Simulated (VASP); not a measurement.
# TiN (Fm-3m) in VASP: further runs

Runs on TiN. Level: PBEsol+U. Tasks: single point.

Everything below comes from runs of VASP 6.6.1. Logs are shortened: lines on timing, memory, paths and dates and some standing lists are left out, and cuts for length are marked.

**1. The cell of the first run**

The structure is cubic, space group Fm-3m (No. 225). Conventional cell: a = 4.241 Å, b = 4.241 Å, c = 4.241 Å, α = 90.00°, β = 90.00°, γ = 90.00°. Within 2.8 Å of Ti (site symmetry m-3m) lie 6 N at 2.12 Å. N (site symmetry m-3m) has 6 Ti at 2.12 Å within 2.8 Å.

**2. Single point, PBEsol+U, collinear spin, ferromagnetic start**

Contents of INCAR:

```
SYSTEM = TiN
PREC = Accurate
ENCUT = 520
EDIFF = 1E-7
ISMEAR = -1
SIGMA = 0.1
LREAL = .False.
LASPH = .True.
NELM = 150
ALGO = Normal
ISIF = 2
LWAVE = .False.
LCHARG = .False.
ISPIN = 2
MAGMOM = 1 0
LORBIT = 11
LMAXMIX = 4
LDAU = .True.
LDAUTYPE = 2
LDAUL = 2 -1
LDAUU = 3 0
LDAUJ = 0 0
LDAUPRINT = 1
GGA = PS
NBANDS = 20
```

Contents of KPOINTS:

```
Automatic mesh
0
Gamma
  8 8 8
  0 0 0
```

Contents of POSCAR:

```
TiN
1.0
    0.0000000000      2.1205000000      2.1205000000
    2.1205000000      0.0000000000      2.1205000000
    2.1205000000      2.1205000000      0.0000000000
Ti N
1 1
Direct
    0.0000000000      0.0000000000      0.0000000000
    0.5000000000      0.5000000000      0.5000000000
```

Potentials or basis: VASP PAW PBE potentials, release 64 (Ti_sv, N).

Launch:

```sh
cat potpaw_PBE.64/Ti_sv/POTCAR potpaw_PBE.64/N/POTCAR > POTCAR
mpirun -np 1 vasp_std > vasp.out
```

OUTCAR:

```text
SYSTEM = TiN
   PREC = Accurate
   ENCUT = 520
   EDIFF = 1E-7
   ISMEAR = -1
   LREAL = .False.
   LASPH = .True.
   NELM = 150
   ISIF = 2
   ISPIN = 2
   LORBIT = 11
   GGA = PS

 ion  position               nearest neighbor table
   1  0.000  0.000  0.000-   2 2.12   2 2.12   2 2.12   2 2.12   2 2.12   2 2.12
   2  0.500  0.500  0.500-   1 2.12   1 2.12   1 2.12   1 2.12   1 2.12   1 2.12

  LATTYP: Found a face centered cubic cell.
 ALAT       =     4.2410000000

  Lattice vectors:

 A1 = (   0.0000000000,   2.1205000000,   2.1205000000)
 A2 = (   2.1205000000,   0.0000000000,   2.1205000000)
 A3 = (   2.1205000000,   2.1205000000,   0.0000000000)

Analysis of symmetry for initial positions (statically):
=====================================================================
 Subroutine PRICEL returns:
 Original cell was already a primitive cell.

 Routine SETGRP: Setting up the symmetry group for a
 face centered cubic supercell.

 Subroutine GETGRP returns: Found 48 space group operations
 (whereof 48 operations were pure point group operations)
 out of a pool of 48 trial point group operations.

The static configuration has the point symmetry O_h .

Analysis of symmetry for dynamics (positions and initial velocities):
=====================================================================
 Subroutine PRICEL returns:
 Original cell was already a primitive cell.

 Routine SETGRP: Setting up the symmetry group for a
 face centered cubic supercell.

 Subroutine GETGRP returns: Found 48 space group operations
 (whereof 48 operations were pure point group operations)
 out of a pool of 48 trial point group operations.

The dynamic configuration has the point symmetry O_h .

Analysis of structural, dynamic, and magnetic symmetry:
=====================================================================
 Subroutine PRICEL returns:
 Original cell was already a primitive cell.

 Routine SETGRP: Setting up the symmetry group for a
 face centered cubic supercell.

[... 168 lines left out ...]
 occupancies and eigenvectors

  o =  0.1851  v =  0.0000  0.0000  0.0000  0.0000  0.0000  1.0000  0.0000  0.0000  0.0000  0.0000      0.0000  0.0000  0.0000  0.0000  0.0000  0.0000  0.0000  0.0000  0.0000  0.0000
  o =  0.1851  v =  0.0000  0.0000  0.0000  0.0000  0.0000  0.0000 -0.3266  0.0000 -0.9452  0.0000      0.0000  0.0000  0.0000  0.0000  0.0000  0.0000  0.0000  0.0000  0.0000  0.0000
  o =  0.1851  v =  0.0000  0.0000  0.0000  0.0000  0.0000  0.0000 -0.9452  0.0000  0.3266  0.0000      0.0000  0.0000  0.0000  0.0000  0.0000  0.0000  0.0000  0.0000  0.0000  0.0000
  o =  0.1851  v =  0.0000 -0.5816 -0.0000 -0.8135 -0.0000  0.0000  0.0000  0.0000  0.0000  0.0000      0.0000  0.0000  0.0000  0.0000  0.0000  0.0000  0.0000  0.0000  0.0000  0.0000
  o =  0.1851  v =  0.0000 -0.8135  0.0000  0.5816  0.0000  0.0000  0.0000  0.0000  0.0000  0.0000      0.0000  0.0000  0.0000  0.0000  0.0000  0.0000  0.0000  0.0000  0.0000  0.0000
  o =  0.1851  v =  1.0000  0.0000  0.0000  0.0000  0.0000  0.0000  0.0000  0.0000  0.0000  0.0000      0.0000  0.0000  0.0000  0.0000  0.0000  0.0000  0.0000  0.0000  0.0000  0.0000
  o =  0.2004  v =  0.0000  0.0000  0.0000  0.0000  0.0000  0.0000 -0.0000  0.0131 -0.0000 -0.9999      0.0000  0.0000  0.0000  0.0000  0.0000  0.0000  0.0000  0.0000  0.0000  0.0000
  o =  0.2004  v =  0.0000  0.0000  0.0000  0.0000  0.0000  0.0000 -0.0000 -0.9999 -0.0000 -0.0131      0.0000  0.0000  0.0000  0.0000  0.0000  0.0000  0.0000  0.0000  0.0000  0.0000
  o =  0.2004  v =  0.0000  0.0000  0.0107  0.0000 -0.9999  0.0000  0.0000  0.0000  0.0000  0.0000      0.0000  0.0000  0.0000  0.0000  0.0000  0.0000  0.0000  0.0000  0.0000  0.0000
  o =  0.2004  v =  0.0000  0.0000 -0.9999  0.0000 -0.0107  0.0000  0.0000  0.0000  0.0000  0.0000      0.0000  0.0000  0.0000  0.0000  0.0000  0.0000  0.0000  0.0000  0.0000  0.0000

 number of electron      17.0000002 magnetization      -0.0001041

 Free energy of the ion-electron system (eV)
  ---------------------------------------------------
  ext. energy  EPLUGINS =         0.00000000
  ---------------------------------------------------
  free energy    TOTEN  =       -18.41356738 eV

  energy without entropy =      -18.37924313  energy(sigma->0) =      -18.39640525

 E-fermi :  11.7936     XC(G=0): -13.2346

 val. band max:       11.7663442342   @ k =   0.1250   0.0000   0.0000
 cond. band min:      11.8078459777   @ k =  -0.3750   0.3750   0.1250
 fundamental gap:      0.0415017435
 Fermi energy:        11.7935839088

 spin component 1

 k-point     1 :       0.0000    0.0000    0.0000
  band No.  band energies     occupation
      1     -46.6699      1.00000
      2     -22.7298      1.00000
      3     -22.7298      1.00000
      4     -22.7298      1.00000
      5      -5.5732      1.00000
      6       9.5158      1.00000
[... 1097 lines left out ...]
     19      34.6525      0.00000
     20      38.6288      0.00000

 [... further k-points ...]
[... 5 lines left out ...]
  --------------------------------------------------------------------------------------
  -------------------------------------------------------------------------------------
  Total        0.3152075      0.3152075      0.3152075      0.0000000     -0.0000000     -0.0000000
  in kB       26.4827017     26.4827017     26.4827017      0.0000000     -0.0000000     -0.0000000
  external PRESSURE =      26.4827017 kB  Pullay stress =       0.0000000 kB

 VOLUME and BASIS-vectors are now :
 -----------------------------------------------------------------------------
  energy-cutoff  :      520.00
  volume of cell :       19.07
      direct lattice vectors                 reciprocal lattice vectors
     0.000000000  2.120500000  2.120500000    -0.235793445  0.235793445  0.235793445
     2.120500000  0.000000000  2.120500000     0.235793445 -0.235793445  0.235793445
     2.120500000  2.120500000  0.000000000     0.235793445  0.235793445 -0.235793445

 POSITION                                       TOTAL-FORCE (eV/Angst)
 -----------------------------------------------------------------------------------
      0.00000      0.00000      0.00000        -0.000000     -0.000000      0.000000
      2.12050      2.12050      2.12050         0.000000      0.000000     -0.000000
 -----------------------------------------------------------------------------------
    total drift:                                0.000000     -0.000000     -0.000000

  FREE ENERGIE OF THE ION-ELECTRON SYSTEM (eV)
  ---------------------------------------------------
  free  energy   TOTEN  =       -18.4135673780 eV

  energy  without entropy=      -18.3792431274  energy(sigma->0) =      -18.39640525

 total charge

# of ion       s       p       d       tot
------------------------------------------
    1        2.194   6.244   1.883  10.321
    2        1.237   2.518   0.000   3.755
--------------------------------------------------
tot          3.431   8.762   1.883  14.076

 magnetization (x)

# of ion       s       p       d       tot
------------------------------------------
    1       -0.000  -0.000  -0.000  -0.000
    2        0.000   0.000   0.000   0.000
--------------------------------------------------
tot          0.000   0.000  -0.000  -0.000
```

Wall time 13 s (1 thread of Intel Xeon Platinum 8559C (Emerald Rapids), shared host); peak memory 0.15 GiB.

What came out:

```
Free energy                                           : -18.4136 eV
Pressure                                              : 2.6 GPa
Net moment                                            : 0.00 μB per cell
Valence electrons inside the program's atomic spheres : Ti 10.32; N 3.75
```

Eigenvalues of the final occupation matrices:
```csv
site,spin,trace,eigenvalues
site 1 d,1,0.96,0.19 0.19 0.19 0.20 0.20
site 1 d,2,0.96,0.19 0.19 0.19 0.20 0.20
```

Caveat: the PAW data sets were made with another functional, which shifts forces and pressure a little.

**3. Single point, PBEsol+U, collinear spin, ferromagnetic start**

Contents of INCAR:

```
ALGO     = Normal         # electronic algorithm
EDIFF    = 1E-7           # SCF threshold, eV
ENCUT    = 520            # plane-wave cutoff, eV
GGA      = PS             # functional
ISIF     = 2              # what is computed and relaxed
ISMEAR   = -1             # smearing method
ISPIN    = 2              # spin polarisation
LASPH    = True           # aspherical terms in the spheres
LCHARG   = False          # write CHGCAR
LDAU     = True           # DFT+U
LDAUJ    = 0 0          
LDAUL    = 2 -1           # shell
LDAUPRINT= 1            
LDAUTYPE = 2            
LDAUU    = 3 0            # U, eV
LMAXMIX  = 4              # l up to which the mixer works
LORBIT   = 11             # projections on sites
LREAL    = False          # projectors in reciprocal space
LWAVE    = False          # write WAVECAR
MAGMOM   = 1 0            # initial moments
NBANDS   = 20             # bands
NELM     = 150            # most SCF steps
PREC     = Accurate       # precision mode
SIGMA    = 0.1            # smearing width, eV
```

Contents of KPOINTS:

```
k-points
0
Gamma
  8 8 8
```

POSCAR is that of step 2.

Potentials or basis: VASP PAW PBE potentials, release 64 (Ti_sv, N).

Launch:

```sh
cat potpaw_PBE.64/Ti_sv/POTCAR potpaw_PBE.64/N/POTCAR > POTCAR
mpirun -np 1 vasp_std > vasp.out
```

Run time: 13 s. Hardware: 1 thread of Intel Xeon Platinum 8559C (Emerald Rapids), shared host; peak memory 0.15 GiB.

Results (log left out):

* Free energy: -18.4136 eV
* Pressure: 2.6 GPa
* Net moment: 0.00 μB per cell
* Valence electrons inside the program's atomic spheres: Ti 10.32; N 3.75

Levels at points of the mesh, in eV from the Fermi level:
Spin up:
| k point | band 7 | band 8 | band 9 | band 10 | band 11 | band 12 |
| --- | --- | --- | --- | --- | --- | --- |
| (0.00, 0.00, 0.00) | -2.28 | -2.28 | -0.56 | -0.56 | -0.56 | 0.65 |
| (0.50, 0.00, 0.00) | -5.58 | -5.58 | 1.81 | 1.81 | 2.40 | 5.53 |
| (0.50, 0.50, 0.00) | -3.52 | -3.52 | -3.12 | 1.73 | 2.54 | 2.54 |
Spin down:
| k point | band 7 | band 8 | band 9 | band 10 | band 11 | band 12 |
| --- | --- | --- | --- | --- | --- | --- |
| (0.00, 0.00, 0.00) | -2.28 | -2.28 | -0.56 | -0.56 | -0.56 | 0.64 |
| (0.50, 0.00, 0.00) | -5.58 | -5.58 | 1.81 | 1.81 | 2.40 | 5.53 |
| (0.50, 0.50, 0.00) | -3.52 | -3.52 | -3.12 | 1.73 | 2.54 | 2.54 |

Eigenvalues of the final occupation matrices:
```csv
site,spin,trace,eigenvalues
site 1 d,1,0.96,0.19 0.19 0.19 0.20 0.20
site 1 d,2,0.96,0.19 0.19 0.19 0.20 0.20
```

Caveat: the PAW data sets were made with another functional, which shifts forces and pressure a little. The state reached can hang on the start; a lower one may exist.
